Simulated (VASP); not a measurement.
Write the native input for VASP 6.6.1 that does the following.

| Property | Result |
| --- | --- |
| Task | single point |
| Functional | PBE |
| Potentials or basis | VASP PAW PBE potentials, release 64 (Tl_d, I, Cl) |
| Cutoff | 500 eV |
| k mesh | 2 × 2 × 3 |
| Occupations | gaussian, width 0.15 eV |
| Spin | no spin polarisation |
| Dipole correction | no |
| Further INCAR settings | ALGO = Normal; EDIFF = 1e-06; NBANDS = 39 |

The structure of Tl3ICl2 lies in POSCAR:

```
Tl3ICl2
1.0
    7.6861944407     -0.0000000030      0.0000000000
   -3.8430972177      6.6564396455      0.0000000000
    0.0000000000      0.0000000000      4.4047064288
Tl I Cl
3 1 2
Direct
    0.5000000000      0.0000000000      0.5000000000
    0.5000000000      0.5000000000      0.5000000000
    0.0000000000      0.5000000000      0.5000000000
    0.0000000000      0.0000000000      0.0000000000
    0.3333333333      0.6666666667      0.0000000000
    0.6666666667      0.3333333333      0.0000000000
```

The cell was generated, and may not be a known phase.

The input as run:

INCAR

```
PREC = Accurate ; ENCUT = 500
EDIFF = 1E-6 ; ISMEAR = 0
SIGMA = 0.15 ; LREAL = False
LASPH = True ; NELM = 120
ALGO = Normal ; ISIF = 2
LWAVE = False ; LCHARG = False
GGA = PE ; NBANDS = 39
GGA_COMPAT = False
```

KPOINTS

```
Automatic mesh
0
Gamma
  2 2 3
```

Potentials or basis: VASP PAW PBE potentials, release 64 (Tl_d, I, Cl).

Launch:

```console
$ cat potpaw_PBE.64/Tl_d/POTCAR potpaw_PBE.64/I/POTCAR potpaw_PBE.64/Cl/POTCAR > POTCAR
$ mpirun -np 1 vasp_std > vasp.out
```

It gave:

```yaml
Pressure: 0.6 GPa
Band_gap_on_the_k_mesh: 0.59 eV
```

Caveat: the k points lie up to 0.48 Å⁻¹ apart; spin-orbit coupling is left out, which moves the levels of the heavy elements.

Run time: 89 s on 1 thread of Intel Xeon 8259CL, with other jobs on the host, peak memory 0.3 GiB.
